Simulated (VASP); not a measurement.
# Sc3Ge5 (Im-3m) in VASP: single point with PBE

Aim: the single point of Sc3Ge5 with PBE.

All numbers are computed with VASP 6.6.1; they aren't measurements. Logs are shortened: lines on timing, memory, paths and dates and some standing lists are left out, and cuts for length are marked.

### 1 The cell of the first run

The structure is cubic, space group Im-3m (No. 229). The conventional cell has a = 6.719 Å, b = 6.719 Å, c = 6.719 Å, α = 90.00°, β = 90.00°, γ = 90.00°. Sc (site symmetry 4/mmm) has 10 Ge at 2.91 to 3.36 Å and 4 Sc at 3.36 Å within 3.8 Å. Ge (site symmetry m-3m) has 8 Ge at 2.91 Å and 6 Sc at 3.36 Å within 3.8 Å. Ge (site symmetry -3m) has 6 Sc at 2.91 Å and 8 Ge at 2.91 to 3.36 Å within 3.8 Å.

The cell was built from a structure type or drawn by symmetry, and may not be a known phase.

### 2 Single point, PBE

INCAR

```
PREC = Accurate
ENCUT = 520
EDIFF = 1E-6
ISMEAR = 0
SIGMA = 0.1
LREAL = False
LASPH = True
NELM = 100
ALGO = Normal
ISIF = 2
LWAVE = False
LCHARG = False
GGA = PE
NBANDS = 62
```

KPOINTS

```
Automatic mesh
0
Gamma
  8 8 8
```

POSCAR

```
Sc3Ge5
1.0
   -3.3597095303      3.3597095303      3.3597095303
    3.3597095303     -3.3597095303      3.3597095303
    3.3597095303      3.3597095303     -3.3597095303
Sc Ge
3 5
Direct
    0.0000000000      0.5000000000      0.5000000000
    0.5000000000      0.5000000000      0.0000000000
    0.5000000000      0.0000000000      0.5000000000
    0.0000000000      0.0000000000      0.0000000000
    0.0000000000      0.0000000000      0.5000000000
    0.0000000000      0.5000000000      0.0000000000
    0.5000000000      0.0000000000      0.0000000000
    0.5000000000      0.5000000000      0.5000000000
```

Potentials or basis: VASP PAW PBE potentials, release 64 (Sc_sv, Ge_d).

On the command line:

```
$ cat potpaw_PBE.64/Sc_sv/POTCAR potpaw_PBE.64/Ge_d/POTCAR > POTCAR
$ mpirun -np 1 vasp_std > vasp.out
```

OUTCAR:

```text
PREC = Accurate
   ENCUT = 520
   EDIFF = 1E-6
   ISMEAR = 0
   LREAL = False
   LASPH = True
   NELM = 100
   ISIF = 2
   GGA = PE

 ion  position               nearest neighbor table
   1  0.000  0.500  0.500-   5 2.91   6 2.91   7 2.91   8 2.91   6 2.91   5 2.91   8 2.91   7 2.91
                             2 3.36   2 3.36   3 3.36   3 3.36
   2  0.500  0.500  0.000-   5 2.91   6 2.91   7 2.91   8 2.91   8 2.91   7 2.91   6 2.91   5 2.91
                             3 3.36   1 3.36   1 3.36   3 3.36
   3  0.500  0.000  0.500-   5 2.91   6 2.91   7 2.91   8 2.91   7 2.91   8 2.91   5 2.91   6 2.91
                             2 3.36   1 3.36   1 3.36   2 3.36
   4  0.000  0.000  0.000-   5 2.91   6 2.91   7 2.91   8 2.91   5 2.91   6 2.91   7 2.91   8 2.91

   5  0.000  0.000  0.500-   1 2.91   2 2.91   3 2.91   4 2.91   4 2.91   1 2.91   3 2.91   2 2.91

   6  0.000  0.500  0.000-   1 2.91   2 2.91   3 2.91   4 2.91   1 2.91   4 2.91   2 2.91   3 2.91

   7  0.500  0.000  0.000-   1 2.91   2 2.91   3 2.91   4 2.91   3 2.91   2 2.91   4 2.91   1 2.91

   8  0.500  0.500  0.500-   1 2.91   2 2.91   3 2.91   4 2.91   2 2.91   3 2.91   1 2.91   4 2.91

  LATTYP: Found a body centered cubic cell.
 ALAT       =     6.7194190606

  Lattice vectors:

 A1 = (  -3.3597095303,   3.3597095303,   3.3597095303)
 A2 = (   3.3597095303,  -3.3597095303,   3.3597095303)
 A3 = (   3.3597095303,   3.3597095303,  -3.3597095303)

Analysis of symmetry for initial positions (statically):
=====================================================================
 Subroutine PRICEL returns:
 Original cell was already a primitive cell.

 Routine SETGRP: Setting up the symmetry group for a
 body centered cubic supercell.

 Subroutine GETGRP returns: Found 48 space group operations
 (whereof 48 operations were pure point group operations)
 out of a pool of 48 trial point group operations.

The static configuration has the point symmetry O_h .

Analysis of symmetry for dynamics (positions and initial velocities):
=====================================================================
 Subroutine PRICEL returns:
 Original cell was already a primitive cell.

 Routine SETGRP: Setting up the symmetry group for a
 body centered cubic supercell.

 Subroutine GETGRP returns: Found 48 space group operations
 (whereof 48 operations were pure point group operations)
 out of a pool of 48 trial point group operations.

The dynamic configuration has the point symmetry O_h .

 Subroutine INISYM returns: Found 48 space group operations
 (whereof 48 operations are pure point group operations),
 and found     1 'primitive' translations

----------------------------------------------------------------------------------------

                                     Primitive cell

  volume of cell :     151.6929

  direct lattice vectors                    reciprocal lattice vectors
    -3.359709530  3.359709530  3.359709530     0.000000000  0.148822389  0.148822389
     3.359709530 -3.359709530  3.359709530     0.148822389  0.000000000  0.148822389
     3.359709530  3.359709530 -3.359709530     0.148822389  0.148822389  0.000000000

  length of vectors
     5.819187605  5.819187605  5.819187605     0.210466641  0.210466641  0.210466641

  position of ions in fractional coordinates (direct lattice)
     0.000000000  0.500000000  0.500000000
     0.500000000  0.500000000  0.000000000
     0.500000000  0.000000000  0.500000000
     0.000000000  0.000000000  0.000000000
     0.000000000  0.000000000  0.500000000
     0.000000000  0.500000000  0.000000000
     0.500000000  0.000000000  0.000000000
     0.500000000  0.500000000  0.500000000

  ion indices of the primitive-cell ions
   primitive index   ion index
                 1           1
                 2           2
                 3           3
                 4           4
                 5           5
                 6           6
                 7           7
                 8           8

----------------------------------------------------------------------------------------

 KPOINTS: Automatic mesh

Automatic generation of k-mesh.
 Grid dimensions read from file:
 generate k-points for:    8    8    8

 Generating k-lattice:

  Cartesian coordinates                     Fractional coordinates (reciprocal lattice)
     0.000000000  0.018602799  0.018602799     0.125000000  0.000000000  0.000000000
     0.018602799  0.000000000  0.018602799     0.000000000  0.125000000  0.000000000
     0.018602799  0.018602799  0.000000000     0.000000000  0.000000000  0.125000000

  Length of vectors
     0.026308330  0.026308330  0.026308330

  Shift w.r.t. Gamma in fractional coordinates (k-lattice)
     0.000000000  0.000000000  0.000000000

 Subroutine IBZKPT returns following result:
 ===========================================

 Found     29 irreducible k-points:

 Following reciprocal coordinates:
            Coordinates               Weight
  0.000000  0.000000  0.000000      1.000000
  0.125000  0.000000  0.000000     12.000000
  0.250000  0.000000  0.000000     12.000000
  0.375000  0.000000  0.000000     12.000000
  0.500000  0.000000  0.000000      6.000000
  0.125000  0.125000  0.000000     24.000000
[... 16 lines left out ...]
 -0.250000  0.250000  0.250000      6.000000
 -0.375000  0.375000  0.250000     24.000000
 [... further k-points ...]
   k-points           NKPTS =     29   k-points in BZ     NKDIM =     29   number of bands    NBANDS=     62
   number of dos      NEDOS =    301   number of ions     NIONS =      8
   total plane-waves  NPLWV = 110592
   dimension x,y,z NGX =    48 NGY =   48 NGZ =   48
   dimension x,y,z NGXF=    96 NGYF=   96 NGZF=   96
   ions per type =               3   5
   NGX,Y,Z   is equivalent  to a cutoff of  13.71, 13.71, 13.71 a.u.
   NGXF,Y,Z  is equivalent  to a cutoff of  27.43, 27.43, 27.43 a.u.
 SYSTEM =  unknown system
   PREC   = accura    normal or accurate (medium, high low for compatibility)
   ISTART =      0    job   : 0-new  1-cont  2-samecut
   ICHARG =      2    charge: 1-file 2-atom 10-const
   ISPIN  =      1    spin polarized calculation?
   LNONCOLLINEAR =      F non collinear calculations
   LSORBIT =      F    spin-orbit coupling
   LASPH  =      T    aspherical Exc in radial PAW
   ENCUT  =  520.0 eV  38.22 Ry    6.18 a.u.  10.82 10.82 10.82*2*pi/ulx,y,z
   NELM   =    100;   NELMIN=  2; NELMDL= -5     # of ELM steps
   EDIFF  = 0.1E-05   stopping-criterion for ELM
   LREAL  =      F    real-space projection
   EDIFFG = 0.1E-04   stopping-criterion for IOM
   NSW    =      0    number of steps for IOM
   IBRION =     -1    ionic relax: 0-MD 1-quasi-New 2-CG
   NFREE  =      0    steps in history (QN), initial steepest desc. (CG)
   ISIF   =      2    stress and relaxation
   ISYM   =      2    0-nonsym 1-usesym 2-fastsym
   POTIM  = 0.5000    time-step for ionic-motion
   TEBEG  =    0.0;   TEEND  =   0.0 temperature during run
   PSTRESS=    0.0 pullay stress
   NELECT =     103.0000    total number of electrons
   NUPDOWN=      -1.0000    fix difference up-down
   EMIN   =  10.00;   EMAX   =-10.00  energy-range for DOS
   EFERMI =   0.00;   METHOD = LEGACY
   ISMEAR =     0;   SIGMA  =   0.10  broadening in eV -4-tet -1-fermi 0-gaus
   EFERMI_NEDOS =   21; number of points for ismear=-14 and -15
   IALGO  =     38    algorithm
   IMIX   =      4    mixing-type and parameters
     AMIX     =   0.40;   BMIX     =  1.00
     AMIX_MAG =   1.60;   BMIX_MAG =  1.00
  volume/ion in A,a.u.               =      18.96       127.96
  Fermi-wavevector in a.u.,A,eV,Ry     =   1.438905  2.719137 28.170157  2.070448
  Thomas-Fermi vector in A             =   2.557820
   LORBIT       =      0    0 simple, 1 ext, 2 COOP (PROOUT), +10 PAW based schemes
   GGA     = PE    functional components
   LHFCALC =     F    Hartree Fock is set to
   AEXX    =    0.0000 exact exchange contribution
   IVDW    =     0    specifies the selected vdW correction
   LEPSILON=     F    determine dielectric tensor
   LRPA    =     F    only Hartree local field effects (RPA)
 non-spin polarized calculation
 Gauss-broadening in eV      SIGMA  =   0.10
  energy-cutoff  :      520.00
  volume of cell :      151.69
 maximum number of plane-waves:      4124
 NGX is ok and might be reduce to    48
   NGX = 21   NGY = 21   NGZ = 21

 number of electron     103.0000007 magnetization

 Free energy of the ion-electron system (eV)
  ---------------------------------------------------
  ext. energy  EPLUGINS =         0.00000000
  ---------------------------------------------------
  free energy    TOTEN  =       -44.79706324 eV

  energy without entropy =      -44.78017428  energy(sigma->0) =      -44.78861876

 E-fermi :   6.3780     XC(G=0): -11.1494

 val. band max:        6.3686119226   @ k =   0.5000   0.5000   0.5000
 cond. band min:       6.4102405275   @ k =   0.1250   0.1250   0.0000
 fundamental gap:      0.0416286049
 Fermi energy:         6.3780091446

 k-point     1 :       0.0000    0.0000    0.0000
  band No.  band energies     occupation
      1     -43.3376      2.00000
      2     -43.3155      2.00000
      3     -43.3155      2.00000
      4     -22.0590      2.00000
      5     -22.0590      2.00000
      6     -22.0590      2.00000
[... 54 lines left out ...]
     61       8.4720      0.00000
     62       8.4720      0.00000

 k-point     2 :       0.1250    0.0000    0.0000
  band No.  band energies     occupation
      1     -43.3369      2.00000
      2     -43.3162      2.00000
      3     -43.3155      2.00000
      4     -22.0595      2.00000
      5     -22.0534      2.00000
      6     -22.0527      2.00000
[... 54 lines left out ...]
     61       8.6435      0.00000
     62       8.7189      0.00000

 k-point     3 :       0.2500    0.0000    0.0000
  band No.  band energies     occupation
      1     -43.3347      2.00000
      2     -43.3182      2.00000
      3     -43.3155      2.00000
      4     -22.0609      2.00000
      5     -22.0373      2.00000
      6     -22.0346      2.00000
[... 1354 lines left out ...]
     61       9.2592      0.00000
     62       9.5704      0.00000

 k-point    24 :      -0.3750    0.3750    0.2500
  band No.  band energies     occupation
      1     -43.3314      2.00000
      2     -43.3254      2.00000
      3     -43.3115      2.00000
      4     -22.0662      2.00000
      5     -22.0603      2.00000
      6     -22.0258      2.00000
[... 54 lines left out ...]
     61       9.5173      0.00000
     62       9.7540      0.00000

 [... further k-points ...]

------------------------ aborting loop because EDIFF is reached ----------------------------------------

  FORCE on cell =-STRESS in cart. coord.  units (eV):
  Direction    XX          YY          ZZ          XY          YZ          ZX
  --------------------------------------------------------------------------------------
  -------------------------------------------------------------------------------------
  Total        0.0842671      0.0842671      0.0842671     -0.0000000     -0.0000000      0.0000000
  in kB        0.8900275      0.8900275      0.8900275     -0.0000000     -0.0000000      0.0000000
  external PRESSURE =       0.8900275 kB  Pullay stress =       0.0000000 kB

 VOLUME and BASIS-vectors are now :
 -----------------------------------------------------------------------------
  energy-cutoff  :      520.00
  volume of cell :      151.69
      direct lattice vectors                 reciprocal lattice vectors
    -3.359709530  3.359709530  3.359709530     0.000000000  0.148822389  0.148822389
     3.359709530 -3.359709530  3.359709530     0.148822389  0.000000000  0.148822389
     3.359709530  3.359709530 -3.359709530     0.148822389  0.148822389  0.000000000

 POSITION                                       TOTAL-FORCE (eV/Angst)
 -----------------------------------------------------------------------------------
      3.35971      0.00000      0.00000        -0.000000     -0.000000     -0.000000
      0.00000      0.00000      3.35971        -0.000000     -0.000000      0.000000
      0.00000      3.35971      0.00000         0.000000     -0.000000      0.000000
      0.00000      0.00000      0.00000        -0.000000     -0.000000      0.000000
      1.67985      1.67985     -1.67985         0.000000     -0.000000     -0.000000
      1.67985     -1.67985      1.67985         0.000000      0.000000     -0.000000
     -1.67985      1.67985      1.67985        -0.000000      0.000000      0.000000
      1.67985      1.67985      1.67985         0.000000     -0.000000      0.000000
 -----------------------------------------------------------------------------------
    total drift:                                0.000000      0.000000     -0.000000

  FREE ENERGIE OF THE ION-ELECTRON SYSTEM (eV)
  ---------------------------------------------------
  free  energy   TOTEN  =       -44.7970632363 eV

  energy  without entropy=      -44.7801742768  energy(sigma->0) =      -44.78861876
```

It took 3.7 min on 1 thread of Intel Xeon 6975P-C (Granite Rapids), shared host; peak memory 0.43 GiB.

What came out:

```yaml
Free_energy: -44.7971 eV
Pressure: 0.1 GPa
Band_gap_on_the_k_mesh: zero (an odd number of electrons rules out a gap without spin polarisation)
```
